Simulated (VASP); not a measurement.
# Ru2S (Fm-3m) in VASP: notebook

The runs below take Ru2S through single point, relaxation of cell and atoms, with PBE.

Program: VASP 6.6.1. These are calculated values, not measurements. Logs are shortened: lines on timing, memory, paths and dates and some standing lists are left out, and cuts for length are marked.

**1. The cell of the first run**

It takes space group Fm-3m (No. 225, cubic). Conventional cell: a = 5.524 Å, b = 5.524 Å, c = 5.524 Å, α = 90.00°, β = 90.00°, γ = 90.00°. Ru (site symmetry -43m) has 4 S at 2.39 Å and 6 Ru at 2.76 Å within 3.2 Å. S (site symmetry m-3m) has 8 Ru at 2.39 Å within 3.2 Å.

**2. Single point, PBE**

Input file INCAR:

```
SYSTEM = Ru2S
  PREC = Accurate
  ENCUT = 520
  EDIFF = 1E-7
  ISMEAR = 0
  SIGMA = 0.1
  LREAL = .False.
  LASPH = .True.
  NELM = 100
  ALGO = Normal
  ISIF = 2
  LWAVE = .False.
  LCHARG = .False.
  GGA = PE
  NBANDS = 24
```

Input file KPOINTS:

```
regular mesh
0
Gamma
  6 6 6
  0 0 0
```

Input file POSCAR:

```
Ru2S
1.0
    0.0000000000      2.7618481531      2.7618481531
    2.7618481531      0.0000000000      2.7618481531
    2.7618481531      2.7618481531      0.0000000000
Ru S
2 1
Direct
    0.2500000000      0.2500000000      0.2500000000
    0.7500000000      0.7500000000      0.7500000000
    0.0000000000      0.0000000000      0.0000000000
```

Potentials or basis: VASP PAW PBE potentials, release 64 (Ru_pv, S).

On the command line:

```console
$ cat potpaw_PBE.64/Ru_pv/POTCAR potpaw_PBE.64/S/POTCAR > POTCAR
$ mpirun -np 1 vasp_std > vasp.out
```

OUTCAR:

```text
SYSTEM = Ru2S
   PREC = Accurate
   ENCUT = 520
   EDIFF = 1E-7
   ISMEAR = 0
   LREAL = .False.
   LASPH = .True.
   NELM = 100
   ISIF = 2
   GGA = PE

 ion  position               nearest neighbor table
   1  0.250  0.250  0.250-   3 2.39   3 2.39   3 2.39   3 2.39   2 2.76   2 2.76   2 2.76   2 2.76
                             2 2.76   2 2.76
   2  0.750  0.750  0.750-   3 2.39   3 2.39   3 2.39   3 2.39   1 2.76   1 2.76   1 2.76   1 2.76
                             1 2.76   1 2.76
   3  0.000  0.000  0.000-   2 2.39   2 2.39   2 2.39   1 2.39   1 2.39   1 2.39   2 2.39   1 2.39

  LATTYP: Found a face centered cubic cell.
 ALAT       =     5.5236963062

  Lattice vectors:

 A1 = (   0.0000000000,   2.7618481531,   2.7618481531)
 A2 = (   2.7618481531,   0.0000000000,   2.7618481531)
 A3 = (   2.7618481531,   2.7618481531,   0.0000000000)

Analysis of symmetry for initial positions (statically):
=====================================================================
 Subroutine PRICEL returns:
 Original cell was already a primitive cell.

 Routine SETGRP: Setting up the symmetry group for a
 face centered cubic supercell.

 Subroutine GETGRP returns: Found 48 space group operations
 (whereof 48 operations were pure point group operations)
 out of a pool of 48 trial point group operations.

The static configuration has the point symmetry O_h .

Analysis of symmetry for dynamics (positions and initial velocities):
=====================================================================
 Subroutine PRICEL returns:
 Original cell was already a primitive cell.

 Routine SETGRP: Setting up the symmetry group for a
 face centered cubic supercell.

 Subroutine GETGRP returns: Found 48 space group operations
 (whereof 48 operations were pure point group operations)
 out of a pool of 48 trial point group operations.

The dynamic configuration has the point symmetry O_h .

 Subroutine INISYM returns: Found 48 space group operations
 (whereof 48 operations are pure point group operations),
 and found     1 'primitive' translations

----------------------------------------------------------------------------------------

                                     Primitive cell

  volume of cell :      42.1337

  direct lattice vectors                    reciprocal lattice vectors
     0.000000000  2.761848153  2.761848153    -0.181038193  0.181038193  0.181038193
     2.761848153  0.000000000  2.761848153     0.181038193 -0.181038193  0.181038193
[... 78 lines left out ...]
   EDIFF  = 0.1E-06   stopping-criterion for ELM
   LREAL  =      F    real-space projection
   EDIFFG = 0.1E-05   stopping-criterion for IOM
   NSW    =      0    number of steps for IOM
   IBRION =     -1    ionic relax: 0-MD 1-quasi-New 2-CG
   NFREE  =      0    steps in history (QN), initial steepest desc. (CG)
   ISIF   =      2    stress and relaxation
   ISYM   =      2    0-nonsym 1-usesym 2-fastsym
   POTIM  = 0.5000    time-step for ionic-motion
   TEBEG  =    0.0;   TEEND  =   0.0 temperature during run
   PSTRESS=    0.0 pullay stress
   NELECT =      34.0000    total number of electrons
   NUPDOWN=      -1.0000    fix difference up-down
   EMIN   =  10.00;   EMAX   =-10.00  energy-range for DOS
   EFERMI =   0.00;   METHOD = LEGACY
   ISMEAR =     0;   SIGMA  =   0.10  broadening in eV -4-tet -1-fermi 0-gaus
   EFERMI_NEDOS =   21; number of points for ismear=-14 and -15
   IALGO  =     38    algorithm
   IMIX   =      4    mixing-type and parameters
     AMIX     =   0.40;   BMIX     =  1.00
     AMIX_MAG =   1.60;   BMIX_MAG =  1.00
  volume/ion in A,a.u.               =      14.04        94.78
  Fermi-wavevector in a.u.,A,eV,Ry     =   1.524139  2.880206 31.606344  2.323001
  Thomas-Fermi vector in A             =   2.632487
   LORBIT       =      0    0 simple, 1 ext, 2 COOP (PROOUT), +10 PAW based schemes
   GGA     = PE    functional components
   LHFCALC =     F    Hartree Fock is set to
   AEXX    =    0.0000 exact exchange contribution
   IVDW    =     0    specifies the selected vdW correction
   LEPSILON=     F    determine dielectric tensor
   LRPA    =     F    only Hartree local field effects (RPA)
 non-spin polarized calculation
 Gauss-broadening in eV      SIGMA  =   0.10
  energy-cutoff  :      520.00
  volume of cell :       42.13
 maximum number of plane-waves:      1158
 NGX is ok and might be reduce to    30
   NGX = 15   NGY = 15   NGZ = 15

 number of electron      33.9999987 magnetization

 Free energy of the ion-electron system (eV)
  ---------------------------------------------------
  ext. energy  EPLUGINS =         0.00000000
  ---------------------------------------------------
  free energy    TOTEN  =       -22.26757791 eV

  energy without entropy =      -22.25458693  energy(sigma->0) =      -22.26108242

 E-fermi :  11.6388     XC(G=0): -12.9454

 val. band max:       11.5679806200   @ k =  -0.3333   0.5000   0.1667
 cond. band min:      11.6676723647   @ k =   0.0000   0.0000   0.0000
 fundamental gap:      0.0996917447
 Fermi energy:        11.6388452538

 k-point     1 :       0.0000    0.0000    0.0000
  band No.  band energies     occupation
      1     -31.1368      2.00000
      2     -31.1368      2.00000
      3     -31.1368      2.00000
      4     -30.7921      2.00000
      5     -30.7921      2.00000
      6     -30.7921      2.00000
[... 421 lines left out ...]
     23      19.6417      0.00000
     24      20.3524      0.00000

------------------------ aborting loop because EDIFF is reached ----------------------------------------

  FORCE on cell =-STRESS in cart. coord.  units (eV):
  Direction    XX          YY          ZZ          XY          YZ          ZX
  --------------------------------------------------------------------------------------
  -------------------------------------------------------------------------------------
  Total       -0.0008189     -0.0008189     -0.0008189     -0.0000000     -0.0000000      0.0000000
  in kB       -0.0311394     -0.0311394     -0.0311394     -0.0000000     -0.0000000      0.0000000
  external PRESSURE =      -0.0311394 kB  Pullay stress =       0.0000000 kB

 VOLUME and BASIS-vectors are now :
 -----------------------------------------------------------------------------
  energy-cutoff  :      520.00
  volume of cell :       42.13
      direct lattice vectors                 reciprocal lattice vectors
     0.000000000  2.761848153  2.761848153    -0.181038193  0.181038193  0.181038193
     2.761848153  0.000000000  2.761848153     0.181038193 -0.181038193  0.181038193
     2.761848153  2.761848153  0.000000000     0.181038193  0.181038193 -0.181038193

 POSITION                                       TOTAL-FORCE (eV/Angst)
 -----------------------------------------------------------------------------------
      1.38092      1.38092      1.38092         0.000000     -0.000000      0.000000
      4.14277      4.14277      4.14277         0.000000      0.000000     -0.000000
      0.00000      0.00000      0.00000        -0.000000     -0.000000     -0.000000
 -----------------------------------------------------------------------------------
    total drift:                               -0.000000      0.000000      0.000000

  FREE ENERGIE OF THE ION-ELECTRON SYSTEM (eV)
  ---------------------------------------------------
  free  energy   TOTEN  =       -22.2675779122 eV

  energy  without entropy=      -22.2545869281  energy(sigma->0) =      -22.26108242
```

OSZICAR:

```text
N       E                     dE             d eps       ncg     rms          rms(c)
DAV:   1     0.341223780700E+03    0.34122E+03   -0.20098E+04   768   0.147E+03
DAV:   2    -0.133613450203E+02   -0.35459E+03   -0.34133E+03   880   0.441E+02
DAV:   3    -0.227546070759E+02   -0.93933E+01   -0.93018E+01   888   0.756E+01
DAV:   4    -0.228536089363E+02   -0.99002E-01   -0.98949E-01   896   0.762E+00
DAV:   5    -0.228559535779E+02   -0.23446E-02   -0.23445E-02   944   0.104E+00    0.222E+01
DAV:   6    -0.223277771990E+02    0.52818E+00   -0.21879E+00   832   0.132E+01    0.929E+00
DAV:   7    -0.222782061180E+02    0.49571E-01   -0.12951E-01   808   0.339E+00    0.534E+00
DAV:   8    -0.222683435582E+02    0.98626E-02   -0.44760E-02   816   0.148E+00    0.910E-01
DAV:   9    -0.222677987411E+02    0.54482E-03   -0.52419E-03   800   0.405E-01    0.307E-01
DAV:  10    -0.222675939746E+02    0.20477E-03   -0.75634E-04   864   0.232E-01    0.923E-02
DAV:  11    -0.222675800344E+02    0.13940E-04   -0.11117E-04   872   0.671E-02    0.263E-02
DAV:  12    -0.222675778588E+02    0.21756E-05   -0.96595E-06   928   0.196E-02    0.435E-03
DAV:  13    -0.222675779122E+02   -0.53447E-07   -0.75210E-07   832   0.648E-03
   1 F= -.22267578E+02 E0= -.22261082E+02  d E =-.129910E-01
```

Wall time 8.7 s (1 thread of Intel Xeon 6975P-C (Granite Rapids), shared host); peak memory 0.17 GiB.

Results:

| Item | Value |
| --- | --- |
| Free energy | -22.2676 eV |
| Pressure | 0.0 GPa |
| Band gap on the k mesh | zero (band 17 reaches 13.57 eV, above the bottom of band 18 at 10.49 eV) |

**3. Relaxation of cell and atoms, PBE**

This run uses another cell than the first one, of 15.33 Å³/atom, 1.092 times its volume.

Input file INCAR:

```
  ALGO = Normal
  EDIFF = 1E-6
  EDIFFG = -0.04
  ENCUT = 600
  GGA = PE
  IBRION = 2
  ISIF = 3
  ISMEAR = 0
  LASPH = True
  LCHARG = False
  LREAL = False
  LWAVE = False
  NELM = 100
  NSW = 90
  PREC = Accurate
  SIGMA = 0.1
```

Input file KPOINTS:

```
k-points
0
Gamma
  6 6 6
```

Input file POSCAR:

```
Ru2S
1.0
    0.0000000000      2.8436454055      2.8436454055
    2.8436454055      0.0000000000      2.8436454055
    2.8436454055      2.8436454055      0.0000000000
Ru S
2 1
Direct
    0.2500000000      0.2500000000      0.2500000000
    0.7500000000      0.7500000000      0.7500000000
    0.0000000000      0.0000000000      0.0000000000
```

Potentials or basis: VASP PAW PBE potentials, release 64 (Ru_pv, S).

On the command line:

```console
$ cat potpaw_PBE.64/Ru_pv/POTCAR potpaw_PBE.64/S/POTCAR > POTCAR
$ mpirun -np 1 vasp_std > vasp.out
```

Run time: 22 s. Hardware: 1 thread of Intel Xeon 6975P-C (Granite Rapids), shared host; peak memory 0.19 GiB.

It converged, with:

| Item | Value |
| --- | --- |
| Free energy | -22.2714 eV |
| Relaxed volume | 14.06 Å³/atom |
| Relaxed cell | a = 3.907 Å, b = 3.907 Å, c = 3.907 Å, α = 60.00°, β = 60.00°, γ = 60.00° |
| Space group after relaxing (to 0.05 Å) | Fm-3m (No. 225) |
| Energy gained by relaxing | 71.6 meV/atom |
| Ionic steps | 4 |
| Pressure after relaxing | -0.2 GPa |
| Band gap on the k mesh | zero (band 17 reaches 13.55 eV, above the bottom of band 18 at 10.48 eV) |

The path:
```
step  energy change (eV)  largest force (eV/Å)  pressure (GPa)  volume (Å³)
   1              0.0000                0.0000          -16.31        45.99
   2              0.5591                0.0000           49.74        36.36
   3             -0.2145                0.0000           -0.91        42.30
   4             -0.2149                0.0000           -0.18        42.17
```

Final structure:
```yaml
crystal:
  lattice:
    - [0.00000, 2.76259, 2.76259]
    - [2.76259, 0.00000, 2.76259]
    - [2.76259, 2.76259, 0.00000]
  atoms:
    - { symbol: Ru, position: [0.25000, 0.25000, 0.25000] }
    - { symbol: Ru, position: [0.75000, 0.75000, 0.75000] }
    - { symbol: S, position: [0.00000, 0.00000, 0.00000] }
```

Levels at points of the mesh, in eV from the Fermi level:
```tsv
k point	band 13	band 14	band 15	band 16	band 17	band 18	band 19	band 20	band 21
(0.00, 0.00, 0.00)	-0.51	0.03	0.03	0.03	1.93	1.93	2.74	2.74	2.74
(0.50, 0.00, 0.00)	-2.34	-2.00	-2.00	-1.76	-1.76	-1.15	3.11	3.11	3.34
(0.50, 0.50, 0.00)	-3.92	-1.68	-1.68	-0.46	-0.46	0.47	1.39	1.81	5.18
```
